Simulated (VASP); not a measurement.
Set up this calculation in VASP 6.6.1, as the native input.

```yaml
Task: single point
Functional: PBEsol
Potentials_or_basis: VASP PAW PBE potentials, release 64 (W_sv, Si)
Cutoff: 500 eV
k_mesh: 6 × 6 × 4
Occupations: fermi-dirac, width 0.02 eV
Spin: no spin polarisation
Dipole_correction: no
Further_INCAR_settings: ALGO = Normal; EDIFF = 1e-06; NBANDS = 43
```

The structure of Si2W lies in POSCAR:

```
Si2W
1.0
    4.6168523821      0.0000000000      0.0000000000
   -2.3084261911      3.9983114484      0.0000000000
    0.0000000000      0.0000000000      6.6532220000
W Si
3 6
Direct
    0.5000000000      0.0000000000      0.5000000000
    0.5000000000      0.5000000000      0.8333333333
    0.0000000000      0.5000000000      0.1666666667
    0.3272520000      0.1636260000      0.1666666667
    0.8363740000      0.1636260000      0.8333333333
    0.1636260000      0.3272520000      0.5000000000
    0.6727480000      0.8363740000      0.1666666667
    0.1636260000      0.8363740000      0.8333333333
    0.8363740000      0.6727480000      0.5000000000
```

The input as run:

INCAR

```
SYSTEM = Si2W
PREC = Accurate ; ENCUT = 500
EDIFF = 1E-6 ; ISMEAR = -1
SIGMA = 0.02 ; LREAL = .FALSE.
LASPH = .TRUE. ; NELM = 120
ALGO = Normal ; ISIF = 2
LWAVE = .FALSE. ; LCHARG = .FALSE.
GGA = PS ; NBANDS = 43
GGA_COMPAT = .FALSE.
```

KPOINTS

```
Automatic mesh
0
G
  6 6 4
  0 0 0
```

Potentials or basis: VASP PAW PBE potentials, release 64 (W_sv, Si).

Command:

```sh
$ cat potpaw_PBE.64/W_sv/POTCAR potpaw_PBE.64/Si/POTCAR > POTCAR
$ mpirun -np 1 vasp_std > vasp.out
```

It gave:

```json
{
  "Pressure": "-5.3 GPa",
  "Largest force": "0.034 eV/Å",
  "Band gap on the k mesh": "0.01 eV (least direct gap 0.63 eV)"
}
```

Caveat: the cell stands under tension; the PAW data sets were made with another functional, which shifts forces and pressure a little; spin-orbit coupling is left out, which moves the levels of the heavy elements.

Run time: 100 s on 1 thread of Intel Xeon 8259CL (shared host), peak memory 0.28 GiB.
